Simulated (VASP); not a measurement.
Set up this calculation in VASP 6.6.1, as the native input.

```
Task                   : single point
Functional             : PBE
Potentials or basis    : VASP PAW PBE potentials, release 64 (Sr_sv, Cl)
Cutoff                 : 520 eV
k mesh                 : 6 × 6 × 6
Occupations            : fermi-dirac, width 0.02 eV
Spin                   : no spin polarisation
Dipole correction      : no
Further INCAR settings : ALGO = Normal; EDIFF = 1e-06; NBANDS = 19
```

The structure of SrCl2 lies in POSCAR:

```
SrCl2
1.0
    2.4994684374      1.4430687751      4.0153159317
   -2.4994684374      1.4430687751      4.0153159317
    0.0000000000     -2.8861375504      4.0153159316
Sr Cl
1 2
Direct
    0.0000000000      0.0000000000      0.0000000000
    0.2509263709      0.2509263709      0.2509263709
    0.7490736291      0.7490736291      0.7490736291
```

This cell differs from its parent crystal: biaxial xy strain +1.7%.

The input as run:

INCAR

```
SYSTEM = SrCl2
PREC = Accurate
ENCUT = 520
EDIFF = 1E-6
ISMEAR = -1
SIGMA = 0.02
LREAL = .FALSE.
LASPH = .TRUE.
NELM = 100
ALGO = Normal
ISIF = 2
LWAVE = .FALSE.
LCHARG = .FALSE.
GGA = PE
NBANDS = 19
```

KPOINTS

```
Automatic mesh
0
G
  6 6 6
  0 0 0
```

Potentials or basis: VASP PAW PBE potentials, release 64 (Sr_sv, Cl).

The run is started by

```console
$ cat potpaw_PBE.64/Sr_sv/POTCAR potpaw_PBE.64/Cl/POTCAR > POTCAR
$ mpirun -np 1 vasp_std > vasp.out
```

It gave:

```json
{"Pressure": "0.2 GPa", "Band gap on the k mesh": "5.25 eV (least direct gap 5.52 eV)"}
```

Caveat: the cell differs from its parent crystal (biaxial xy strain +1.7%).

Run time: 35 s on 1 thread of AMD EPYC 9R45 96-Core Processor (Zen 5), on a shared host, peak memory 0.22 GiB.
